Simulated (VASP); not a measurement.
**Hf4HS8 (a cell with a defect): single point with PBE+D3(BJ)**

Hf4HS8 (a cell with a defect):

```xyz
13
Lattice="3.6059 0.0000 -5.7704 3.6059 0.0000 5.7704 -3.6059 -6.2455 0.0000" Properties=species:S:1:pos:R:3 pbc="T T T"
Hf    3.6485   -0.0232    0.0266
Hf    3.5441   -0.0450   -5.8341
Hf    1.7850   -3.1125   -0.0181
Hf    1.8172   -3.0667   -5.7165
S     3.6174   -2.0931   -1.4505
S    -0.0261   -2.1089   -1.5015
S     1.7804   -5.2040   -1.4951
S    -1.7337   -5.1527   -1.4831
S     5.4323   -1.0206    1.5248
S     1.7806   -1.0234    1.4231
S     3.5761   -4.2050    1.4536
S     0.0027   -4.1642    1.4788
H    -1.1790   -4.8265   -2.7499
```

```
Program             : VASP 6.6.1
Task                : single point
Functional          : PBE
Dispersion          : D3(BJ)
Potentials or basis : VASP PAW PBE potentials, release 64 (Hf_pv, S, H)
Cutoff              : 520 eV
k mesh              : 3 × 3 × 3
Occupations         : gaussian, width 0.02 eV
Spin                : no spin polarisation
```

The largest force is 0.228 eV/Å and the dispersion energy per atom is -0.325 eV.

Forces on the atoms (eV/Å):
```
Hf   0.037 -0.001  0.008
Hf  -0.061 -0.031  0.013
Hf   0.024 -0.006  0.010
Hf  -0.008  0.009 -0.023
S    0.008  0.031  0.035
S    0.006  0.009  0.059
S    0.006  0.003  0.056
S    0.029  0.010  0.037
S    0.042  0.022 -0.060
S    0.012  0.005 -0.067
S    0.056  0.033 -0.105
S    0.027  0.012 -0.071
H   -0.178 -0.095  0.106
```

Levels at points of the mesh, in eV from the Fermi level:
| k point | band 43 | band 44 | band 45 | band 46 | band 47 | band 48 |
| --- | --- | --- | --- | --- | --- | --- |
| (0.00, 0.00, 0.00) | -1.51 | -1.43 | -0.63 | -0.36 | -0.21 | 0.78 |

Wall time 4.9 min on 1 thread of Intel(R) Xeon(R) Platinum 8488C (Sapphire Rapids) (shared host), peak memory 0.47 GiB.

Caveat: the k points lie up to 0.38 Å⁻¹ apart, too coarse for converged energies and pressures of a metal; the cell carries a net charge on a neutralising background, which shifts energy and pressure; the cell is charged against a uniform background, so pressure and absolute levels hang on convention; spin-orbit coupling is left out, which moves the levels of the heavy elements.
